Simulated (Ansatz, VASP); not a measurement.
# Two plane-wave programs on CsOs2

```
CELL_PARAMETERS angstrom
0.00000 3.25030 3.25030
3.25030 0.00000 3.25030
3.25030 3.25030 0.00000
ATOMIC_POSITIONS crystal
Cs 0.00000 0.00000 0.00000
Os 0.75000 0.75000 0.75000
Os 0.50000 0.50000 0.50000
```

Change from the starting cell: species swapped into the Cu2Se type (F-43m, No. 216).

Alike in both runs: functional PBE; k mesh 12 × 12 × 12; occupations gaussian, width 0.1 eV; no spin polarisation.

Ansatz relaxed the structure, and its values are those at the end. VASP's run is a single point on that final structure, the one shown.

```csv
,VASP,Ansatz
version,VASP 6.6.1,Ansatz 0.2.0
potentials or method,"VASP PAW PBE potentials, release 64 (Cs_sv, Os_sv_GW), cutoff 560 eV","scalar-relativistic, plane waves, PAW"
valence electrons in the cell,41,41
```

```tsv
	VASP	Ansatz	Ansatz less VASP
gap on the k mesh at the Fermi level (eV)	none	none	-
pressure (GPa)	0.7	0.0	-0.75
```

A gap of «none» marks a metal or a gap that the smearing closes. The functional is the same, so the differences come from potentials, cutoffs and numerics.

Neither program's run includes spin-orbit coupling.
